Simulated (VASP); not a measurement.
# RbBr (Cmmm) in VASP: a series of runs, part 2 of 2

VASP 6.6.1.

### 3 Single point, r2SCAN (shear xy strain -4.2%)

Contents of POSCAR:

```
RbBr
1.0
    4.1242532581     -0.0861968931      0.0000000000
   -0.0861968931      4.1242532581      0.0000000000
    0.0000000000      0.0000000000      4.1242532581
Rb Br
1 1
Direct
    0.0000000000      0.0000000000      0.0000000000
    0.5000000000      0.5000000000      0.5000000000
```

Contents of INCAR.step1:

```
SYSTEM = RbBr
PREC = Accurate ; ENCUT = 520
ISMEAR = 0 ; SIGMA = 0.01
LREAL = .FALSE. ; LASPH = .TRUE.
NELM = 80 ; NBANDS = 15
GGA = PE ; ALGO = Normal
EDIFF = 1E-4 ; LWAVE = .TRUE.
LCHARG = .FALSE.
```

Contents of INCAR.step2:

```
SYSTEM = RbBr
PREC = Accurate ; ENCUT = 520
EDIFF = 1E-7 ; ISMEAR = 0
SIGMA = 0.01 ; LREAL = .FALSE.
LASPH = .TRUE. ; NELM = 80
ALGO = Normal ; ISIF = 2
LWAVE = .FALSE. ; LCHARG = .TRUE.
METAGGA = R2SCAN ; LMIXTAU = .TRUE.
LELF = .TRUE. ; LVHAR = .TRUE.
NBANDS = 15 ; ISTART = 1
```

Contents of KPOINTS:

```
regular mesh
0
G
  6 6 6
  0 0 0
```

Potentials or basis: VASP PAW PBE potentials, release 64 (Rb_sv, Br).

Launch:

```console
$ cat potpaw_PBE.64/Rb_sv/POTCAR potpaw_PBE.64/Br/POTCAR > POTCAR
$ cp INCAR.step1 INCAR
$ mpirun -np 1 vasp_std > vasp.out
$ cp INCAR.step2 INCAR
$ mpirun -np 1 vasp_std > vasp.out
```

OUTCAR:

```text
SYSTEM = RbBr
   PREC = Accurate
   ENCUT = 520
   EDIFF = 1E-7
   ISMEAR = 0
   LREAL = .FALSE.
   LASPH = .TRUE.
   NELM = 80
   ISIF = 2
   METAGGA = R2SCAN
   ISTART = 1

 ion  position               nearest neighbor table
   1  0.000  0.000  0.000-   2 3.52   2 3.52   2 3.52   2 3.52   2 3.62   2 3.62   2 3.62   2 3.62

   2  0.500  0.500  0.500-   1 3.52   1 3.52   1 3.52   1 3.52   1 3.62   1 3.62   1 3.62   1 3.62

  LATTYP: Found a base centered orthorhombic cell.
 ALAT       =     5.7106740770
 B/A-ratio  =     1.0426922684
 C/A-ratio  =     0.7222007774

  Lattice vectors:

 A1 = (   4.1242532581,  -0.0861968931,   0.0000000000)
 A2 = (  -0.0861968931,   4.1242532581,   0.0000000000)
 A3 = (   0.0000000000,   0.0000000000,   4.1242532581)

Analysis of symmetry for initial positions (statically):
=====================================================================
 Subroutine PRICEL returns:
 Original cell was already a primitive cell.

 Routine SETGRP: Setting up the symmetry group for a
 base centered orthorhombic supercell.

 Subroutine GETGRP returns: Found  8 space group operations
 (whereof  8 operations were pure point group operations)
 out of a pool of  8 trial point group operations.

The static configuration has the point symmetry D_2h.

Analysis of symmetry for dynamics (positions and initial velocities):
=====================================================================
 Subroutine PRICEL returns:
 Original cell was already a primitive cell.

 Routine SETGRP: Setting up the symmetry group for a
 base centered orthorhombic supercell.

 Subroutine GETGRP returns: Found  8 space group operations
 (whereof  8 operations were pure point group operations)
 out of a pool of  8 trial point group operations.

The dynamic configuration has the point symmetry D_2h.

 Subroutine INISYM returns: Found  8 space group operations
 (whereof  8 operations are pure point group operations),
 and found     1 'primitive' translations

----------------------------------------------------------------------------------------
[... 124 lines left out ...]
 non-spin polarized calculation
 Gauss-broadening in eV      SIGMA  =   0.01
  energy-cutoff  :      520.00
  volume of cell :       70.12
 maximum number of plane-waves:      1899
 NGX is ok and might be reduce to    32
   NGX = 15   NGY = 15   NGZ = 15

 number of electron      16.0000003 magnetization

 Free energy of the ion-electron system (eV)
  ---------------------------------------------------
  ext. energy  EPLUGINS =         0.00000000
  ---------------------------------------------------
  free energy    TOTEN  =       -31.10732766 eV

  energy without entropy =      -31.10732766  energy(sigma->0) =      -31.10732766

 E-fermi :  -0.9066     XC(G=0):  -8.3332

 val. band max:       -1.0448735326   @ k =   0.5000   0.0000   0.5000
 cond. band min:       3.7941979084   @ k =   0.0000   0.0000   0.0000
 fundamental gap:      4.8390714409
 Fermi energy:        -0.9065667040

 k-point     1 :       0.0000    0.0000    0.0000
  band No.  band energies     occupation
      1     -26.9241      2.00000
      2     -14.1036      2.00000
      3     -10.3654      2.00000
      4     -10.3616      2.00000
      5     -10.3595      2.00000
      6      -1.2093      2.00000
      7      -1.1985      2.00000
      8      -1.1852      2.00000
      9       3.7942      0.00000
     10       5.0705      0.00000
     11       5.0819      0.00000
     12       9.5507      0.00000
     13       9.6413      0.00000
     14       9.8221      0.00000
[... 401 lines left out ...]
      2     -13.9235      2.00000
      3     -10.6197      2.00000
      4     -10.5629      2.00000
      5     -10.3703      2.00000
      6      -2.2821      2.00000
      7      -1.9855      2.00000
      8      -1.4444      2.00000
      9       5.7691      0.00000
     10       6.7480      0.00000
     11       7.4913      0.00000
     12       8.0254      0.00000
     13       9.1886      0.00000
     14       9.6345      0.00000
     15      11.5179      0.00000

 [... further k-points ...]

------------------------ aborting loop because EDIFF is reached ----------------------------------------

  FORCE on cell =-STRESS in cart. coord.  units (eV):
  Direction    XX          YY          ZZ          XY          YZ          ZX
  --------------------------------------------------------------------------------------
  -------------------------------------------------------------------------------------
  Total        0.0507259      0.0507259      0.0551269      0.1433137      0.0000000      0.0000000
  in kB        1.1590281      1.1590281      1.2595858      3.2745537      0.0000000      0.0000000
  external PRESSURE =       1.1925474 kB  Pullay stress =       0.0000000 kB

 VOLUME and BASIS-vectors are now :
 -----------------------------------------------------------------------------
  energy-cutoff  :      520.00
  volume of cell :       70.12
      direct lattice vectors                 reciprocal lattice vectors
     4.124253258 -0.086196893  0.000000000     0.242574095  0.005069799  0.000000000
    -0.086196893  4.124253258  0.000000000     0.005069799  0.242574095  0.000000000
     0.000000000  0.000000000  4.124253258     0.000000000  0.000000000  0.242468136

 POSITION                                       TOTAL-FORCE (eV/Angst)
 -----------------------------------------------------------------------------------
      0.00000      0.00000      0.00000         0.000000      0.000000      0.000000
      2.01903      2.01903      2.06213        -0.000000      0.000000      0.000000
 -----------------------------------------------------------------------------------
    total drift:                                0.000000      0.000000     -0.000000

  FREE ENERGIE OF THE ION-ELECTRON SYSTEM (eV)
  ---------------------------------------------------
  free  energy   TOTEN  =       -31.1073276594 eV

  energy  without entropy=      -31.1073276594  energy(sigma->0) =      -31.10732766
```

It took 54 s on 1 thread of Intel Xeon 6975P-C (Granite Rapids), shared host; peak memory 0.21 GiB.

Results:

```yaml
Free_energy: -31.1073 eV
Pressure: 0.1 GPa
Band_gap_on_the_k_mesh: 4.84 eV (least direct gap 4.98 eV)
```

Caveat: the cell differs from its parent crystal (shear xy strain -4.2%); the PAW data sets were made with another functional, which shifts forces and pressure a little.

### 4 Single point, HSE06 (shear xy strain -4.2%)

POSCAR is that of step 3.

Contents of INCAR.step1:

```
ALGO = Normal
EDIFF = 1E-5
ENCUT = 520
GGA = PE
ISIF = 2
ISMEAR = 0
LASPH = True
LREAL = False
LWAVE = True
NBANDS = 15
NELM = 80
PREC = Accurate
SIGMA = 0.01
```

Contents of INCAR.step2:

```
ALGO = Normal
EDIFF = 1E-6
ENCUT = 520
GGA = PE
HFSCREEN = 0.2079
ISIF = 2
ISMEAR = 0
ISTART = 1
LASPH = True
LCHARG = True
LELF = True
LHFCALC = True
LREAL = False
LVHAR = True
LWAVE = False
NBANDS = 15
NELM = 80
PREC = Accurate
PRECFOCK = Normal
SIGMA = 0.01
```

Contents of KPOINTS:

```
k-points
0
Gamma
  4 4 4
```

Launch:

```console
$ cat potpaw_PBE.64/Rb_sv/POTCAR potpaw_PBE.64/Br/POTCAR > POTCAR
$ cp INCAR.step1 INCAR
$ mpirun -np 1 vasp_std > vasp.out
$ cp INCAR.step2 INCAR
$ mpirun -np 1 vasp_std > vasp.out
```

It took 4.3 min on 1 thread of Intel Xeon 6975P-C (Granite Rapids), shared host; peak memory 0.3 GiB.

It converged, with:

- Free energy: -6.9636 eV
- Pressure: 0.5 GPa
- Band gap on the k mesh: 5.27 eV (least direct gap 5.42 eV)

Stress tensor (GPa, compression positive):
```
0.53 0.27 0.00
0.27 0.53 0.00
0.00 0.00 0.54
```

Levels at points of the mesh, in eV from the valence-band top:
| k point | band 6 | band 7 | band 8 | band 9 | band 10 | band 11 |
| --- | --- | --- | --- | --- | --- | --- |
| (0.00, 0.00, 0.00) | -0.18 | -0.16 | -0.15 | 5.27 | 6.76 | 6.77 |
| (0.50, 0.00, 0.00) | -1.81 | -0.24 | -0.24 | 8.19 | 8.32 | 8.97 |
| (0.50, 0.50, 0.00) | -1.17 | -1.09 | 0.00 | 6.50 | 7.47 | 9.27 |
| (0.00, 0.00, 0.50) | -1.81 | -0.31 | -0.17 | 8.18 | 8.33 | 8.95 |
| (0.50, 0.00, 0.50) | -1.13 | -1.13 | 0.00 | 6.50 | 7.46 | 9.31 |
| (0.50, 0.50, 0.50) | -1.43 | -1.42 | -1.42 | 9.26 | 9.46 | 9.67 |

Caveat: the cell differs from its parent crystal (shear xy strain -4.2%); the PAW data sets were made with another functional, which shifts forces and pressure a little. A k mesh can miss the band edges.

### 5 The runs side by side

```csv
level,k mesh,smearing,grid for exact exchange (PRECFOCK),share of exact exchange,screening parameter,gap on the mesh (eV),pressure (GPa)
PBE,6 × 6 × 6,fermi-dirac 0.02 eV,-,-,-,4.09,0.9
r2SCAN,6 × 6 × 6,gaussian 0.01 eV,-,-,-,4.84,0.1
HSE06,4 × 4 × 4,gaussian 0.01 eV,Normal,0.25,0.2079 1/Å,5.27,0.5
```

Alike in all rows: task single point; potentials or basis VASP PAW PBE potentials, release 64 (Rb_sv, Br); no spin polarisation; cell as given; cutoff (eV) 520.

Caveats: the PAW data sets were made with another functional, which shifts forces and pressure a little (at least some runs).

Absolute energies hang on the potentials; compare differences alone.
